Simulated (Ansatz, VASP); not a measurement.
**Bi in VASP and in Ansatz**

```xyz
1
Lattice="-4.2575 4.2575 1.4306 4.2575 -4.2575 1.4306 4.2575 4.2575 -1.4306" Properties=species:S:1:pos:R:3 pbc="T T T"
Bi    0.0000    0.0000    0.0000
```

Alike in both runs: task single point; functional PBEsol; k mesh 6 × 6 × 6; occupations gaussian, width 0.1 eV; no spin polarisation.

|  | VASP | Ansatz |
| --- | --- | --- |
| version | VASP 6.6.1 | Ansatz 0.2.0 |
| potentials or method | VASP PAW PBE potentials, release 64 (Bi_d), cutoff 520 eV | scalar-relativistic, plane waves, PAW |
| valence electrons in the cell | 15 | 15 |

```csv
,VASP,Ansatz,Ansatz less VASP
pressure (GPa),0.9,0.9,+0.02
"traceless stress, the component that is largest in VASP (GPa)",1.84,1.85,+0.009
```

VASP's potentials were made for PBE, not for PBEsol.

The k mesh is coarse, so the values compare programs but aren't converged. Neither program's run includes spin-orbit coupling.
